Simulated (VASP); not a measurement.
# Be16CO in VASP: notebook

The runs below take Be16CO through single point, with PBE.

All numbers are computed with VASP 6.6.1; they aren't measurements. Logs are shortened: lines on timing, memory, paths and dates and some standing lists are left out, and cuts for length are marked.

### Step 1. The cell of the first run

The cell holds a slab with vacuum, 18 atoms: a = 4.525 Å, b = 4.525 Å, c = 23.476 Å, α = 90.00°, β = 90.00°, γ = 120.00°.

### Step 2. Single point, PBE

Contents of INCAR:

```
PREC = Accurate
ENCUT = 520
EDIFF = 1E-6
ISMEAR = 0
SIGMA = 0.1
LREAL = Auto
LASPH = T
NELM = 80
ALGO = Normal
ISIF = 2
LWAVE = F
LCHARG = F
LDIPOL = T
IDIPOL = 3
DIPOL = 0.5 0.5 0.312
GGA = PE
NBANDS = 36
```

Contents of KPOINTS:

```
Automatic mesh
0
Gamma
  6 6 1
```

Contents of POSCAR:

```
Be16CO
1.0
    4.5254381410      0.0000000000      0.0000000000
   -2.2627190705      3.9191443934      0.0000000000
    0.0000000000      0.0000000000     23.4761687145
Be C O
16 1 1
Direct
    0.3333333333      0.1666666667      0.1703855535
    0.3333333333      0.6666666667      0.1703855535
    0.8333333333      0.1666666667      0.1703855535
    0.8333333333      0.6666666667      0.1703855535
    0.1666666667      0.3333333333      0.2463521558
    0.1666666667      0.8333333333      0.2463521558
    0.6666666667      0.3333333333      0.2463521558
    0.6666666667      0.8333333333      0.2463521558
    0.3333333333      0.1666666667      0.3241941575
    0.3333333333      0.6666666667      0.3241941575
    0.8333333333      0.1666666667      0.3241941575
    0.8333333333      0.6666666667      0.3241941575
    0.1666666667      0.3333333333      0.4036505628
    0.1666666667      0.8333333333      0.4036505628
    0.6666666667      0.3333333333      0.4036505628
    0.6666666667      0.8333333333      0.4036505628
    0.1666666667      0.3333333333      0.4939549062
    0.1666666667      0.3333333333      0.5433667167
```

Potentials or basis: VASP PAW PBE potentials, release 64 (Be, C, O).

The run is started by

```bash
> cat potpaw_PBE.64/Be/POTCAR potpaw_PBE.64/C/POTCAR potpaw_PBE.64/O/POTCAR > POTCAR
> mpirun -np 1 vasp_std > vasp.out
```

OUTCAR:

```text
PREC = Accurate
   ENCUT = 520
   EDIFF = 1E-6
   ISMEAR = 0
   LREAL = Auto
   LASPH = T
   NELM = 80
   ISIF = 2
   GGA = PE

 ion  position               nearest neighbor table
   1  0.333  0.167  0.170-   5 2.21   7 2.21   6 2.21   3 2.26   3 2.26   2 2.26   2 2.26   4 2.26
                             4 2.26
   2  0.333  0.667  0.170-   6 2.21   8 2.21   5 2.21   4 2.26   4 2.26   3 2.26   1 2.26   1 2.26
                             3 2.26
   3  0.833  0.167  0.170-   7 2.21   5 2.21   8 2.21   1 2.26   1 2.26   2 2.26   4 2.26   4 2.26
                             2 2.26
   4  0.833  0.667  0.170-   8 2.21   6 2.21   7 2.21   2 2.26   2 2.26   1 2.26   3 2.26   3 2.26
                             1 2.26
   5  0.167  0.333  0.246-   1 2.21   3 2.21   2 2.21   9 2.25  11 2.25  10 2.25   7 2.26   7 2.26
                             6 2.26   6 2.26   8 2.26   8 2.26
   6  0.167  0.833  0.246-   2 2.21   4 2.21   1 2.21  10 2.25  12 2.25   9 2.25   8 2.26   8 2.26
                             7 2.26   5 2.26   5 2.26   7 2.26
   7  0.667  0.333  0.246-   3 2.21   1 2.21   4 2.21  11 2.25   9 2.25  12 2.25   5 2.26   5 2.26
                             6 2.26   8 2.26   8 2.26   6 2.26
   8  0.667  0.833  0.246-   4 2.21   2 2.21   3 2.21  12 2.25  10 2.25  11 2.25   6 2.26   6 2.26
                             5 2.26   7 2.26   7 2.26   5 2.26
   9  0.333  0.167  0.324-   5 2.25   7 2.25   6 2.25  11 2.26  11 2.26  12 2.26  10 2.26  10 2.26
                            12 2.26  13 2.28  15 2.28  14 2.28
  10  0.333  0.667  0.324-   6 2.25   8 2.25   5 2.25  12 2.26  12 2.26   9 2.26   9 2.26  11 2.26
                            11 2.26  14 2.28  16 2.28  13 2.28
  11  0.833  0.167  0.324-   7 2.25   5 2.25   8 2.25   9 2.26   9 2.26  12 2.26  12 2.26  10 2.26
                            10 2.26  15 2.28  13 2.28  16 2.28
  12  0.833  0.667  0.324-   8 2.25   6 2.25   7 2.25  10 2.26  10 2.26  11 2.26  11 2.26   9 2.26
                             9 2.26  16 2.28  14 2.28  15 2.28
  13  0.167  0.333  0.404-  17 2.12  15 2.26  15 2.26  14 2.26  14 2.26  16 2.26  16 2.26   9 2.28
                            11 2.28  10 2.28
  14  0.167  0.833  0.404-  16 2.26  16 2.26  13 2.26  13 2.26  15 2.26  15 2.26  10 2.28  12 2.28
                             9 2.28
  15  0.667  0.333  0.404-  13 2.26  13 2.26  16 2.26  16 2.26  14 2.26  14 2.26  11 2.28   9 2.28
                            12 2.28
  16  0.667  0.833  0.404-  14 2.26  14 2.26  15 2.26  15 2.26  13 2.26  13 2.26  12 2.28  10 2.28
                            11 2.28
  17  0.167  0.333  0.494-  18 1.16  13 2.12
  18  0.167  0.333  0.543-  17 1.16

  LATTYP: Found a hexagonal cell.
 ALAT       =     4.5254381410
 C/A-ratio  =     5.1876012848

  Lattice vectors:

 A1 = (   4.5254381410,   0.0000000000,   0.0000000000)
 A2 = (  -2.2627190705,   3.9191443934,   0.0000000000)
 A3 = (   0.0000000000,   0.0000000000,  23.4761687145)

Analysis of symmetry for initial positions (statically):
=====================================================================
 Subroutine PRICEL returns:
 Original cell was already a primitive cell.

 Routine SETGRP: Setting up the symmetry group for a
 hexagonal supercell.

 Subroutine GETGRP returns: Found  6 space group operations
 (whereof  2 operations were pure point group operations)
 out of a pool of 24 trial point group operations.

The static configuration has the point symmetry C_1h.
 The point group associated with its full space group is C_3v.

Analysis of symmetry for dynamics (positions and initial velocities):
=====================================================================
 Subroutine PRICEL returns:
 Original cell was already a primitive cell.

 Routine SETGRP: Setting up the symmetry group for a
 hexagonal supercell.

 Subroutine GETGRP returns: Found  6 space group operations
 (whereof  2 operations were pure point group operations)
 out of a pool of 24 trial point group operations.

The dynamic configuration has the point symmetry C_1h.
 The point group associated with its full space group is C_3v.

 Subroutine INISYM returns: Found  6 space group operations
 (whereof  2 operations are pure point group operations),
 and found     1 'primitive' translations

----------------------------------------------------------------------------------------

                                     Primitive cell

  volume of cell :     416.3697

  direct lattice vectors                    reciprocal lattice vectors
[... 61 lines left out ...]
     0.000000000  0.000000000  0.042596388     0.000000000  0.000000000  1.000000000

  Length of vectors
     0.042526289  0.042526289  0.042596388

  Shift w.r.t. Gamma in fractional coordinates (k-lattice)
     0.000000000  0.000000000  0.000000000

 Subroutine IBZKPT returns following result:
 ===========================================

 Found      7 irreducible k-points:

 Following reciprocal coordinates:
            Coordinates               Weight
  0.000000  0.000000  0.000000      1.000000
  0.166667  0.000000  0.000000      6.000000
  0.333333  0.000000  0.000000      6.000000
  0.500000  0.000000  0.000000      3.000000
  0.166667  0.166667  0.000000      6.000000
  0.333333  0.166667  0.000000     12.000000
  0.333333  0.333333  0.000000      2.000000
   k-points           NKPTS =      7   k-points in BZ     NKDIM =      7   number of bands    NBANDS=     36
   number of dos      NEDOS =    301   number of ions     NIONS =     18
   total plane-waves  NPLWV = 233280
   dimension x,y,z NGX =    36 NGY =   36 NGZ =  180
   dimension x,y,z NGXF=    72 NGYF=   72 NGZF=  360
   ions per type =              16   1   1
   NGX,Y,Z   is equivalent  to a cutoff of  13.22, 13.22, 12.75 a.u.
   NGXF,Y,Z  is equivalent  to a cutoff of  26.45, 26.45, 25.49 a.u.
 SYSTEM =  unknown system
   PREC   = accura    normal or accurate (medium, high low for compatibility)
   ISTART =      0    job   : 0-new  1-cont  2-samecut
   ICHARG =      2    charge: 1-file 2-atom 10-const
   ISPIN  =      1    spin polarized calculation?
   LNONCOLLINEAR =      F non collinear calculations
   LSORBIT =      F    spin-orbit coupling
   LASPH  =      T    aspherical Exc in radial PAW
   ENCUT  =  520.0 eV  38.22 Ry    6.18 a.u.   8.41  8.41 43.65*2*pi/ulx,y,z
   NELM   =     80;   NELMIN=  2; NELMDL= -5     # of ELM steps
   EDIFF  = 0.1E-05   stopping-criterion for ELM
   LREAL  =      T    real-space projection
   EDIFFG = 0.1E-04   stopping-criterion for IOM
   NSW    =      0    number of steps for IOM
   IBRION =     -1    ionic relax: 0-MD 1-quasi-New 2-CG
   NFREE  =      0    steps in history (QN), initial steepest desc. (CG)
   ISIF   =      2    stress and relaxation
   ISYM   =      2    0-nonsym 1-usesym 2-fastsym
   POTIM  = 0.5000    time-step for ionic-motion
   TEBEG  =    0.0;   TEEND  =   0.0 temperature during run
   PSTRESS=    0.0 pullay stress
   NELECT =      42.0000    total number of electrons
   NUPDOWN=      -1.0000    fix difference up-down
   EMIN   =  10.00;   EMAX   =-10.00  energy-range for DOS
   EFERMI =   0.00;   METHOD = LEGACY
   ISMEAR =     0;   SIGMA  =   0.10  broadening in eV -4-tet -1-fermi 0-gaus
   EFERMI_NEDOS =   21; number of points for ismear=-14 and -15
   IALGO  =     38    algorithm
   IMIX   =      4    mixing-type and parameters
     AMIX     =   0.40;   BMIX     =  1.00
     AMIX_MAG =   1.60;   BMIX_MAG =  1.00
  volume/ion in A,a.u.               =      23.13       156.10
  Fermi-wavevector in a.u.,A,eV,Ry     =   0.762076  1.440115  7.901715  0.580760
  Thomas-Fermi vector in A             =   1.861457
   LORBIT       =      0    0 simple, 1 ext, 2 COOP (PROOUT), +10 PAW based schemes
   GGA     = PE    functional components
   LHFCALC =     F    Hartree Fock is set to
   AEXX    =    0.0000 exact exchange contribution
   IVDW    =     0    specifies the selected vdW correction
   LEPSILON=     F    determine dielectric tensor
   LRPA    =     F    only Hartree local field effects (RPA)
 non-spin polarized calculation
 Gauss-broadening in eV      SIGMA  =   0.10
  energy-cutoff  :      520.00
  volume of cell :      416.37
 maximum number of plane-waves:     11313
 NGX is ok and might be reduce to    36
   NGX = 17   NGY = 17   NGZ = 87

 dipolmoment           0.000000      0.000000      0.171529 electrons x Angstroem

 number of electron      42.0000000 magnetization

 dipolmoment           0.000000      0.000000     -0.009892 electrons x Angstroem

 Free energy of the ion-electron system (eV)
  ---------------------------------------------------
  ext. energy  EPLUGINS =         0.00000000
  ---------------------------------------------------
  free energy    TOTEN  =       -71.07582610 eV

  energy without entropy =      -71.03850167  energy(sigma->0) =      -71.05716388

 E-fermi :  -1.2407     XC(G=0):  -4.7096

 val. band max:       -1.2488239116   @ k =   0.3333   0.1667   0.0000
 cond. band min:      -1.2301941927   @ k =   0.1667   0.1667   0.0000
 fundamental gap:      0.0186297189
 Fermi energy:        -1.2407395637

 k-point     1 :       0.0000    0.0000    0.0000
  band No.  band energies     occupation
      1     -25.3449      2.00000
      2     -11.3148      2.00000
      3     -10.6362      2.00000
      4      -9.9135      2.00000
      5      -8.1834      2.00000
      6      -7.8997      2.00000
[... 241 lines left out ...]
     32       4.4140      0.00000
     33       4.5560      0.00000
 [bands above 33 left out]

------------------------ aborting loop because EDIFF is reached ----------------------------------------

 vacuum level on the upper side and lower side of the slab       (xc-potential included)        -0.216        -0.103

  FORCE on cell =-STRESS in cart. coord.  units (eV):
  Direction    XX          YY          ZZ          XY          YZ          ZX
  --------------------------------------------------------------------------------------
  -------------------------------------------------------------------------------------
  Total       -5.1828727     -5.1828727     -4.0256543      0.0000000     -0.0000000      0.0000000
  in kB      -19.9435287    -19.9435287    -15.4905894      0.0000000     -0.0000000      0.0000000
  external PRESSURE =     -18.4592156 kB  Pullay stress =       0.0000000 kB

 VOLUME and BASIS-vectors are now :
 -----------------------------------------------------------------------------
  energy-cutoff  :      520.00
  volume of cell :      416.37
      direct lattice vectors                 reciprocal lattice vectors
     4.525438141  0.000000000  0.000000000     0.220973079  0.127578867  0.000000000
    -2.262719071  3.919144393  0.000000000     0.000000000  0.255157733  0.000000000
     0.000000000  0.000000000 23.476168715     0.000000000  0.000000000  0.042596388

 POSITION                                       TOTAL-FORCE (eV/Angst)
 -----------------------------------------------------------------------------------
      1.13136      0.65319      4.00000        -0.011062      0.006386     -0.175107
     -0.00000      2.61276      4.00000         0.000000     -0.012773     -0.175107
      3.39408      0.65319      4.00000         0.011062      0.006386     -0.175107
      2.26272      2.61276      4.00000         0.000000     -0.000000     -0.198788
      0.00000      1.30638      5.78340         0.000000     -0.000000      0.477349
     -1.13136      3.26595      5.78340        -0.024406     -0.014091      0.233030
[... 10 lines left out ...]
      0.00000      1.30638     11.59617         0.000000     -0.000000     -0.681274
      0.00000      1.30638     12.75617         0.000000     -0.000000     -0.634429
 -----------------------------------------------------------------------------------
    total drift:                               -0.000000      0.000000     -0.006715

  FREE ENERGIE OF THE ION-ELECTRON SYSTEM (eV)
  ---------------------------------------------------
  free  energy   TOTEN  =       -71.0758260988 eV

  energy  without entropy=      -71.0385016655  energy(sigma->0) =      -71.05716388

 vacuum level on the upper side and lower side of the slab         3.878         3.988
```

It took 5.2 min on 1 thread of AMD EPYC 9R45 (Zen 5), shared host; peak memory 0.48 GiB.

Results:

* Free energy: -71.0758 eV
* Largest force: 1.987 eV/Å
* Band gap on the k mesh: zero (band 21 reaches -0.65 eV, above the bottom of band 22 at -2.28 eV)

Forces on the atoms (eV/Å):
```
Be  -0.011  0.006 -0.175
Be   0.000 -0.013 -0.175
Be   0.011  0.006 -0.175
Be   0.000  0.000 -0.199
Be   0.000  0.000  0.477
Be  -0.024 -0.014  0.233
Be   0.000  0.028  0.233
Be   0.024 -0.014  0.233
Be   0.227 -0.131  0.076
Be   0.000  0.262  0.076
Be  -0.227 -0.131  0.076
Be   0.000  0.000 -0.176
Be   0.000  0.000  1.987
Be  -0.005 -0.003 -0.392
Be   0.000  0.006 -0.392
Be   0.005 -0.003 -0.392
C    0.000  0.000 -0.681
O    0.000  0.000 -0.634
```

(Continued in part 2 of 2.)
